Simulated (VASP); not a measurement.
# Te3P (P1) in VASP: single point with PBE

Aim: the single point of Te3P with PBE.

Everything below comes from runs of VASP 6.6.1. Logs are shortened: lines on timing, memory, paths and dates and some standing lists are left out, and cuts for length are marked.

## (1) The cell of the first run

The typed cell holds 16 atoms: a = 5.839 Å, b = 8.874 Å, c = 8.874 Å, α = 96.21°, β = 109.21°, γ = 70.79°.

## (2) Single point, PBE

File INCAR:

```
SYSTEM = Te3P
PREC = Accurate ; ENCUT = 400
EDIFF = 1E-6 ; ISMEAR = 0
SIGMA = 0.1 ; LREAL = .False.
LASPH = .True. ; NELM = 120
ALGO = Normal ; ISIF = 2
LWAVE = .False. ; LCHARG = .False.
GGA = PE ; NBANDS = 60
GGA_COMPAT = .False.
```

File KPOINTS:

```
regular mesh
0
Gamma
  3 2 2
  0 0 0
```

File POSCAR:

```
Te3P
1.0
    0.0000000000      0.0000000000      5.8386940000
    5.9254040000     -5.9254040000      2.9193470000
    5.9254040000      5.9254040000     -2.9193470000
Te P
12 4
Direct
    0.3576487740     -0.0014496058      0.1825948914
    0.6390655770      0.1870732359      0.0021960528
    0.1743462565      0.0004297597      0.8147085836
    0.8243251490      0.8155103011     -0.0006539638
    0.5687120778      0.0000481824      0.5990149364
    0.4349932790      0.5970333837     -0.0014015922
    0.9690108491     -0.0017326245      0.4038761745
    0.0341904379      0.4026167667     -0.0010161332
    0.4993494338      0.3542825941      0.3554117998
    0.1496523118      0.3545678067      0.6486041289
    0.4987266249      0.6443957239      0.6421548640
    0.8525212420      0.6463884150      0.3545613936
   -0.0009134014      0.2919973052      0.2873051356
    0.7073110034      0.2910207473      0.7106260603
    0.0026427055      0.7119313721      0.7105601576
    0.2804885007      0.7084941381      0.2912982811
```

Potentials or basis: VASP PAW PBE potentials, release 64 (Te, P).

Launch:

```console
$ cat potpaw_PBE.64/Te/POTCAR potpaw_PBE.64/P/POTCAR > POTCAR
$ mpirun -np 1 vasp_std > vasp.out
```

OUTCAR:

```text
SYSTEM = Te3P
   PREC = Accurate
   ENCUT = 400
   EDIFF = 1E-6
   ISMEAR = 0
   LREAL = .False.
   LASPH = .True.
   NELM = 120
   ISIF = 2
   GGA = PE

 ion  position               nearest neighbor table
   1  0.358  0.999  0.183-  13 3.03  16 3.06   3 3.08   7 3.46   7 3.46   4 3.48   5 3.49   2 3.49
                            12 3.55   9 3.58
   2  0.639  0.187  0.002-  13 2.99  14 3.02   4 3.11   8 3.41   6 3.44   8 3.46   1 3.49   3 3.50
                            10 3.54   9 3.55
   3  0.174  0.000  0.815-  15 3.00  14 3.03   1 3.08   5 3.42   7 3.44   5 3.44   4 3.49   2 3.50
                            10 3.55  11 3.58
   4  0.824  0.816  0.999-  16 3.01  15 3.02   2 3.11   6 3.44   6 3.45   8 3.46   1 3.48   3 3.49
                            12 3.57  11 3.59
   5  0.569  0.000  0.599-  15 2.93  14 2.93   7 3.33   7 3.36  10 3.38  11 3.39   3 3.42   3 3.44
                             1 3.49
   6  0.435  0.597  0.999-  15 2.93  16 2.99   8 3.33   8 3.35  12 3.38  11 3.39   2 3.44   4 3.44
                             4 3.45
   7  0.969  0.998  0.404-  16 2.91  13 2.98   5 3.33   5 3.36  12 3.36   9 3.39   3 3.44   1 3.46
                             1 3.46
   8  0.034  0.403  0.999-  13 2.93  14 2.94   6 3.33  10 3.35   6 3.35   9 3.38   2 3.41   2 3.46
                             4 3.46
   9  0.499  0.354  0.355-  13 3.01  16 3.02  14 3.02  13 3.04   8 3.38   7 3.39  11 3.42   2 3.55
                             1 3.58
  10  0.150  0.355  0.649-  14 2.98  15 3.04  14 3.04  13 3.07   8 3.35   5 3.38  12 3.47   2 3.54
                             3 3.55
  11  0.499  0.644  0.642-  16 2.99  15 3.01  14 3.02  15 3.05   6 3.39   5 3.39   9 3.42   3 3.58
                             4 3.59
  12  0.853  0.646  0.355-  16 2.96  13 3.02  15 3.03  16 3.07   7 3.36   6 3.38  10 3.47   1 3.55
                             4 3.57
  13  0.999  0.292  0.287-   8 2.93   7 2.98   2 2.99   9 3.01  12 3.02   1 3.03   9 3.04  10 3.07

  14  0.707  0.291  0.711-   5 2.93   8 2.94  10 2.98  11 3.02   2 3.02   9 3.02   3 3.03  10 3.04

  15  0.003  0.712  0.711-   6 2.93   5 2.93   3 3.00  11 3.01   4 3.02  12 3.03  10 3.04  11 3.05

  16  0.280  0.708  0.291-   7 2.91  12 2.96  11 2.99   6 2.99   4 3.01   9 3.02   1 3.06  12 3.07

  LATTYP: Found a body centered tetragonal cell.
 ALAT       =    11.8508080000
 C/A-ratio  =     0.4926831993

  Lattice vectors:

 A1 = (   5.9254040000,  -5.9254040000,  -2.9193470000)
 A2 = (  -5.9254040000,   5.9254040000,  -2.9193470000)
 A3 = (   5.9254040000,   5.9254040000,   2.9193470000)

Analysis of symmetry for initial positions (statically):
=====================================================================
 Subroutine PRICEL returns:
 Original cell was already a primitive cell.

 Routine SETGRP: Setting up the symmetry group for a
 body centered tetragonal supercell.

 Subroutine GETGRP returns: Found  1 space group operations
 (whereof  1 operations were pure point group operations)
 out of a pool of 16 trial point group operations.

The static configuration has the point symmetry C_1 .

Analysis of symmetry for dynamics (positions and initial velocities):
=====================================================================
 Subroutine PRICEL returns:
 Original cell was already a primitive cell.

 Routine SETGRP: Setting up the symmetry group for a
 body centered tetragonal supercell.

 Subroutine GETGRP returns: Found  1 space group operations
 (whereof  1 operations were pure point group operations)
 out of a pool of 16 trial point group operations.

The dynamic configuration has the point symmetry C_1 .

 Subroutine INISYM returns: Found  1 space group operations
 (whereof  1 operations are pure point group operations),
 and found     1 'primitive' translations

----------------------------------------------------------------------------------------

                                     Primitive cell

  volume of cell :     409.9979

  direct lattice vectors                    reciprocal lattice vectors
     0.000000000  0.000000000  5.838694000     0.000000000  0.084382432  0.171271178
     5.925404000 -5.925404000  2.919347000     0.084382432 -0.084382432  0.000000000
     5.925404000  5.925404000 -2.919347000     0.084382432  0.084382432  0.000000000

  length of vectors
     5.838694000  8.873748477  8.873748477     0.190929860  0.119334780  0.119334780

  position of ions in fractional coordinates (direct lattice)
     0.357648774  0.998550394  0.182594891
     0.639065577  0.187073236  0.002196053
     0.174346257  0.000429760  0.814708584
     0.824325149  0.815510301  0.999346036
     0.568712078  0.000048182  0.599014936
     0.434993279  0.597033384  0.998598408
[... 8 lines left out ...]
     0.002642706  0.711931372  0.710560158
     0.280488501  0.708494138  0.291298281

  ion indices of the primitive-cell ions
   primitive index   ion index
                 1           1
                 2           2
                 3           3
                 4           4
                 5           5
                 6           6
[... 8 lines left out ...]
                15          15
                16          16

----------------------------------------------------------------------------------------

 KPOINTS: regular mesh

Automatic generation of k-mesh.
 Grid dimensions read from file:
 generate k-points for:    3    2    2

 Generating k-lattice:

  Cartesian coordinates                     Fractional coordinates (reciprocal lattice)
     0.000000000  0.028127477  0.057090393     0.333333333 -0.000000000  0.000000000
     0.042191216 -0.042191216  0.000000000     0.000000000  0.500000000  0.000000000
     0.042191216  0.042191216  0.000000000     0.000000000  0.000000000  0.500000000

  Length of vectors
     0.063643287  0.059667390  0.059667390

  Shift w.r.t. Gamma in fractional coordinates (k-lattice)
     0.000000000  0.000000000  0.000000000

 -----------------------------------------------------------------------------
|                                                                             |
|           W    W    AA    RRRRR   N    N  II  N    N   GGGG   !!!           |
|           W    W   A  A   R    R  NN   N  II  NN   N  G    G  !!!           |
|           W    W  A    A  R    R  N N  N  II  N N  N  G       !!!           |
|           W WW W  AAAAAA  RRRRR   N  N N  II  N  N N  G  GGG   !            |
|           WW  WW  A    A  R   R   N   NN  II  N   NN  G    G                |
|           W    W  A    A  R    R  N    N  II  N    N   GGGG   !!!           |
|                                                                             |
|     Your reciprocal lattice and k-lattice belong to different lattice       |
|     classes:                                                                |
|                                                                             |
|        The reciprocal lattice is body-centered tetragonal,                  |
|        whereas your k-lattice is base-centered monoclinic.                  |
|                                                                             |
|     Results are often still useful ...                                      |
|                                                                             |
 -----------------------------------------------------------------------------

 WARNING: IBZKPT: internal override: KBLOWUP is changed to .FALSE.
      ... skipping the blow-up phase ...

 Subroutine IBZKPT returns following result:
 ===========================================

 Found      8 irreducible k-points:

 Following reciprocal coordinates:
            Coordinates               Weight
  0.000000  0.000000  0.000000      1.000000
  0.333333 -0.000000  0.000000      2.000000
  0.000000  0.500000  0.000000      1.000000
  0.333333  0.500000  0.000000      2.000000
  0.000000  0.000000  0.500000      1.000000
  0.333333 -0.000000  0.500000      2.000000
  0.000000  0.500000  0.500000      1.000000
  0.333333  0.500000  0.500000      2.000000
   k-points           NKPTS =      8   k-points in BZ     NKDIM =      8   number of bands    NBANDS=     60
   number of dos      NEDOS =    301   number of ions     NIONS =     16
   total plane-waves  NPLWV = 144000
   dimension x,y,z NGX =    40 NGY =   60 NGZ =   60
   dimension x,y,z NGXF=    80 NGYF=  120 NGZF=  120
   ions per type =              12   4
   NGX,Y,Z   is equivalent  to a cutoff of  11.39, 11.24, 11.24 a.u.
   NGXF,Y,Z  is equivalent  to a cutoff of  22.78, 22.48, 22.48 a.u.
 SYSTEM =  Te3P
   PREC   = accura    normal or accurate (medium, high low for compatibility)
   ISTART =      0    job   : 0-new  1-cont  2-samecut
   ICHARG =      2    charge: 1-file 2-atom 10-const
   ISPIN  =      1    spin polarized calculation?
   LNONCOLLINEAR =      F non collinear calculations
   LSORBIT =      F    spin-orbit coupling
   LASPH  =      T    aspherical Exc in radial PAW
   ENCUT  =  400.0 eV  29.40 Ry    5.42 a.u.   9.52 14.47 14.47*2*pi/ulx,y,z
   NELM   =    120;   NELMIN=  2; NELMDL= -5     # of ELM steps
   EDIFF  = 0.1E-05   stopping-criterion for ELM
   LREAL  =      F    real-space projection
   EDIFFG = 0.1E-04   stopping-criterion for IOM
   NSW    =      0    number of steps for IOM
   IBRION =     -1    ionic relax: 0-MD 1-quasi-New 2-CG
   NFREE  =      0    steps in history (QN), initial steepest desc. (CG)
   ISIF   =      2    stress and relaxation
   ISYM   =      2    0-nonsym 1-usesym 2-fastsym
   POTIM  = 0.5000    time-step for ionic-motion
   TEBEG  =    0.0;   TEEND  =   0.0 temperature during run
   PSTRESS=    0.0 pullay stress
   NELECT =      92.0000    total number of electrons
   NUPDOWN=      -1.0000    fix difference up-down
   EMIN   =  10.00;   EMAX   =-10.00  energy-range for DOS
   EFERMI =   0.00;   METHOD = LEGACY
   ISMEAR =     0;   SIGMA  =   0.10  broadening in eV -4-tet -1-fermi 0-gaus
   EFERMI_NEDOS =   21; number of points for ismear=-14 and -15
   IALGO  =     38    algorithm
   IMIX   =      4    mixing-type and parameters
     AMIX     =   0.40;   BMIX     =  1.00
     AMIX_MAG =   1.60;   BMIX_MAG =  1.00
  volume/ion in A,a.u.               =      25.62       172.93
  Fermi-wavevector in a.u.,A,eV,Ry     =   0.994818  1.879933 13.465176  0.989663
  Thomas-Fermi vector in A             =   2.126795
   LORBIT       =      0    0 simple, 1 ext, 2 COOP (PROOUT), +10 PAW based schemes
   GGA     = PE    functional components
   LHFCALC =     F    Hartree Fock is set to
   AEXX    =    0.0000 exact exchange contribution
   IVDW    =     0    specifies the selected vdW correction
   LEPSILON=     F    determine dielectric tensor
   LRPA    =     F    only Hartree local field effects (RPA)
 non-spin polarized calculation
 Gauss-broadening in eV      SIGMA  =   0.10
  energy-cutoff  :      400.00
  volume of cell :      410.00
 maximum number of plane-waves:      7497
 NGX is ok and might be reduce to    40
   NGX = 19   NGY = 29   NGZ = 29

 number of electron      91.9999998 magnetization

 Free energy of the ion-electron system (eV)
  ---------------------------------------------------
  ext. energy  EPLUGINS =         0.00000000
  ---------------------------------------------------
  free energy    TOTEN  =       -51.19991650 eV

  energy without entropy =      -51.11851006  energy(sigma->0) =      -51.15921328

 E-fermi :   7.7765     XC(G=0): -10.1786

 val. band max:        7.7694531364   @ k =   0.0000   0.0000   0.0000
 cond. band min:       7.7839221437   @ k =   0.3333  -0.0000   0.5000
 fundamental gap:      0.0144690073
 Fermi energy:         7.7765394073

 k-point     1 :       0.0000    0.0000    0.0000
  band No.  band energies     occupation
      1      -6.2677      2.00000
      2      -4.5659      2.00000
      3      -4.5384      2.00000
      4      -4.4396      2.00000
      5      -4.3897      2.00000
      6      -3.1538      2.00000
[... 477 lines left out ...]
     57       9.4069      0.00000
     58       9.5739      0.00000
 [bands above 58 left out]

------------------------ aborting loop because EDIFF is reached ----------------------------------------

  FORCE on cell =-STRESS in cart. coord.  units (eV):
  Direction    XX          YY          ZZ          XY          YZ          ZX
  --------------------------------------------------------------------------------------
  -------------------------------------------------------------------------------------
  Total       -1.8780268     -1.4359497     -0.9668638     -0.1079383     -2.3492514      0.0518890
  in kB       -7.3388959     -5.6113603     -3.7782809     -0.4217981     -9.1803329      0.2027702
  external PRESSURE =      -5.5761790 kB  Pullay stress =       0.0000000 kB

 VOLUME and BASIS-vectors are now :
 -----------------------------------------------------------------------------
  energy-cutoff  :      400.00
  volume of cell :      410.00
      direct lattice vectors                 reciprocal lattice vectors
     0.000000000  0.000000000  5.838694000     0.000000000  0.084382432  0.171271178
     5.925404000 -5.925404000  2.919347000     0.084382432 -0.084382432  0.000000000
     5.925404000  5.925404000 -2.919347000     0.084382432  0.084382432  0.000000000

 POSITION                                       TOTAL-FORCE (eV/Angst)
 -----------------------------------------------------------------------------------
      6.99876     -4.83487      4.47026        -0.120895     -0.171343     -0.225043
      1.12150     -1.09547      4.27103        -0.118260      0.152847      0.244051
      4.83002      4.82493     -1.35921         0.071452      0.130670     -0.281231
     10.75376      1.08930      4.27630         0.070015     -0.113414      0.350194
      3.54969      3.54912      1.57194        -0.186570     -0.231181      0.125176
      9.45476      2.37944      1.36748        -0.187205      0.211948     -0.061912
[... 8 lines left out ...]
      8.42884     -0.00812      0.01943         0.260689      0.014947      0.050058
      5.92417     -2.47205      2.85563         0.038925     -0.125329     -0.266307
 -----------------------------------------------------------------------------------
    total drift:                               -0.000138     -0.000201     -0.000129

  FREE ENERGIE OF THE ION-ELECTRON SYSTEM (eV)
  ---------------------------------------------------
  free  energy   TOTEN  =       -51.1999165011 eV

  energy  without entropy=      -51.1185100610  energy(sigma->0) =      -51.15921328
```

It took 2 min on 1 thread of Intel Xeon 6975P-C (Granite Rapids), shared host; peak memory 0.38 GiB.

Results:

```
Free energy            : -51.1999 eV
Pressure               : -0.6 GPa
Largest force          : 0.665 eV/Å
Band gap on the k mesh : zero (bands 46 and 47 overlap by 0.22 eV)
```

Forces in eV/Å, atoms in the order of the input:
```
Te  -0.121 -0.171 -0.225
Te  -0.118  0.153  0.244
Te   0.071  0.131 -0.281
Te   0.070 -0.113  0.350
Te  -0.187 -0.231  0.125
Te  -0.187  0.212 -0.062
Te   0.272  0.253  0.081
Te   0.312 -0.265 -0.079
Te   0.577  0.023 -0.009
Te   0.001 -0.603 -0.066
Te  -0.665  0.009 -0.006
Te  -0.061  0.603  0.129
P   -0.204 -0.081  0.088
P   -0.060  0.191 -0.073
P    0.261  0.015  0.050
P    0.039 -0.125 -0.266
```

Levels at points of the mesh, in eV from the Fermi level:
```
           k point  band 42  band 43  band 44  band 45  band 46  band 47  band 48  band 49  band 50  band 51
(0.00, 0.00, 0.00)    -1.39    -1.36    -1.18    -1.15    -1.06    -0.02    -0.01     0.47     1.49     1.78
(0.00, 0.50, 0.00)    -0.66    -0.65    -0.31    -0.17    -0.07     0.14     0.15     0.36     0.55     0.99
(0.00, 0.00, 0.50)    -0.70    -0.67    -0.33    -0.14    -0.08     0.13     0.17     0.38     0.56     1.04
(0.00, 0.50, 0.50)    -0.41    -0.22     0.01     0.18     0.20     0.39     0.41     0.51     0.58     0.81
```

Caveat: the k points lie up to 0.40 Å⁻¹ apart; spin-orbit coupling is left out, which moves the levels of the heavy elements.
